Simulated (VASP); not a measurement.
Crystal: Be2H3.

```
Be H
1.0
     2.20889    1.27530    4.02052
    -2.20889    1.27530    4.02052
     0.00000   -2.55061    4.02052
Be H
4 6
Direct
  0.85218 0.85218 0.85218
  0.64782 0.64782 0.64782
  0.14782 0.14782 0.14782
  0.35218 0.35218 0.35218
  0.05625 0.44375 0.75000
  0.75000 0.05625 0.44375
  0.44375 0.75000 0.05625
  0.94375 0.55625 0.25000
  0.25000 0.94375 0.55625
  0.55625 0.25000 0.94375
```

```yaml
Program: VASP 6.6.1
Task: relaxation of cell and atoms
Functional: PBE
Potentials_or_basis: VASP PAW PBE potentials, release 64 (Be, H)
Cutoff: 600 eV
k_mesh: 6 × 6 × 6
Occupations: gaussian, width 0.1 eV
Spin: no spin polarisation
```

At the start: pressure -9.8 GPa; volume 6.80 Å³/atom.

Task: Where does the relaxation end?

Result: Over 31 steps the energy falls by 122.3 meV/atom and the volume is 6.31 Å³/atom (-7.1 %); space group R-3c (No. 167, to 0.1 Å) before and after.

Step by step:
| step | energy change (eV) | largest force (eV/Å) | pressure (GPa) | volume (Å³) |
| --- | --- | --- | --- | --- |
| 1 | 0.0000 | 0.2119 | -9.79 | 67.96 |
| 2 | -0.2371 | 0.1785 | -6.16 | 63.95 |
| 3 | -0.3621 | 0.1327 | -0.73 | 59.57 |
| 4 | -0.3660 | 0.1213 | 0.69 | 58.62 |
| 5 | -0.3660 | 0.1236 | 0.42 | 58.80 |
| 6 | -0.3749 | 0.1118 | 0.32 | 58.91 |
| 7 | -0.3906 | 0.0753 | 0.03 | 59.24 |
| 8 | -0.3919 | 0.0566 | -0.09 | 59.37 |
| 9 | -0.3969 | 0.0513 | 0.11 | 59.37 |
| 10 | -0.4149 | 0.0561 | 0.99 | 59.33 |
| 11 | -0.4705 | 0.0748 | 2.55 | 59.22 |
| 12 | -0.6544 | 0.3091 | 6.62 | 58.81 |
| 13 | 0.1140 | 3.7071 | 22.90 | 57.33 |
| 14 | -0.6731 | 0.5691 | 8.84 | 58.65 |
| 15 | -0.5745 | 1.8628 | 14.48 | 58.07 |
| 16 | -0.6937 | 0.9461 | 10.60 | 58.47 |
| 17 | -0.6875 | 1.1497 | 11.42 | 58.38 |
| 18 | -0.6914 | 1.0711 | 11.10 | 58.41 |
| 19 | -0.7350 | 0.9847 | 10.49 | 58.59 |
| 20 | -0.8516 | 0.7425 | 8.72 | 59.14 |
| 21 | -1.0242 | 0.3380 | 5.48 | 60.23 |
| 22 | -1.1620 | 0.2034 | 0.09 | 62.41 |
| 23 | -1.1627 | 0.2358 | -0.29 | 62.60 |
| 24 | -1.1685 | 0.2306 | -0.26 | 62.59 |
| 25 | -1.1832 | 0.2164 | -0.16 | 62.56 |
| 26 | -1.2018 | 0.1973 | 0.12 | 62.49 |
| 27 | -1.2016 | 0.1636 | 0.84 | 62.33 |
| 28 | -1.2085 | 0.1778 | 0.44 | 62.42 |
| 29 | -1.2188 | 0.0834 | 0.57 | 62.58 |
| 30 | -1.2222 | 0.0237 | 0.73 | 62.73 |
| 31 | -1.2235 | 0.0064 | 0.15 | 63.11 |

Final structure:
```cif
data_structure
_symmetry_space_group_name_H-M 'P 1'
_symmetry_Int_Tables_number 1
_cell_length_a 5.3935
_cell_length_b 5.3935
_cell_length_c 5.3935
_cell_angle_alpha 41.832
_cell_angle_beta 41.832
_cell_angle_gamma 41.832
_cell_volume 63.11
loop_
_atom_site_label
_atom_site_type_symbol
_atom_site_fract_x
_atom_site_fract_y
_atom_site_fract_z
_atom_site_occupancy
Be1 Be 0.81952 0.81952 0.81952 1
Be2 Be 0.68048 0.68048 0.68048 1
Be3 Be 0.18048 0.18048 0.18048 1
Be4 Be 0.31952 0.31952 0.31952 1
H1 H 0.06549 0.43451 0.75000 1
H2 H 0.75000 0.06549 0.43451 1
H3 H 0.43451 0.75000 0.06549 1
H4 H 0.93451 0.56549 0.25000 1
H5 H 0.25000 0.93451 0.56549 1
H6 H 0.56549 0.25000 0.93451 1
```
